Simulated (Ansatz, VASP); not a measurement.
GaN: VASP beside Ansatz

The input INCAR:

```
SYSTEM = GaN
  ALGO = Normal
  EDIFF = 1E-7
  ENCUT = 520
  GGA = PE
  ISIF = 2
  ISMEAR = 0
  LASPH = .True.
  LCHARG = .False.
  LREAL = .False.
  LWAVE = .False.
  NBANDS = 16
  NELM = 100
  PREC = Accurate
  SIGMA = 0.05
```

KPOINTS

```
k-points
0
Gamma
  10 10 10
  0 0 0
```

File POSCAR:

```
GaN
1.0
    0.0000000000      2.2742384928      2.2742384928
    2.2742384928      0.0000000000      2.2742384928
    2.2742384928      2.2742384928      0.0000000000
Ga N
1 1
Direct
   -0.0046375901      0.0046375901     -0.0046375901
    0.7730846502      0.7269153498      0.7730846502
```

Input for Ansatz:

```yaml
crystal:
  lattice:
    - [0.0, 2.2742384928, 2.2742384928]
    - [2.2742384928, 0.0, 2.2742384928]
    - [2.2742384928, 2.2742384928, 0.0]
  atoms:
    - { symbol: Ga, position: [-0.0046375901, 0.0046375901, -0.0046375901] }
    - { symbol: "N", position: [0.7730846502, 0.7269153498, 0.7730846502] }
basis:
  ecutwfc: 420
kpoints:
  mp_grid: { grid: [10, 10, 10] }
hamiltonian:
  xc: pbe
scf:
  occupations: { method: gaussian, width: 0.05 }
output:
  forces: true
  stress: true
  eigenvalues: true
```

Change from the starting cell: mode 4 (516.3 1/cm) frozen in, largest displacement +0.105 Å.

Alike in both runs: task single point; functional PBE; k mesh 10 × 10 × 10; occupations gaussian, width 0.05 eV; no spin polarisation.

|  | VASP | Ansatz |
| --- | --- | --- |
| version | VASP 6.6.1 | Ansatz 0.2.0 |
| potentials or method | VASP PAW PBE potentials, release 64 (Ga_d, N), cutoff 520 eV | scalar-relativistic, plane waves, PAW |
| valence electrons in the cell | 18 | 18 |

|  | VASP | Ansatz | Ansatz less VASP |
| --- | --- | --- | --- |
| gap on the k mesh at the Fermi level (eV) | 1.35 | 1.35 | -0.004 |
| least direct gap on the mesh (eV) | 1.35 | 1.35 | -0.004 |
| pressure (GPa) | 1.5 | 1.4 | -0.03 |
| traceless stress, the component that is largest in VASP (GPa) | 6.12 | 6.26 | +0.146 |
| rms of the force components (eV/Å) | 0.806 | 0.817 | +0.0110 |

Atom by atom the forces differ by 0.011 eV/Å (rms over components). The functional is the same, so the differences come from potentials, cutoffs and numerics.
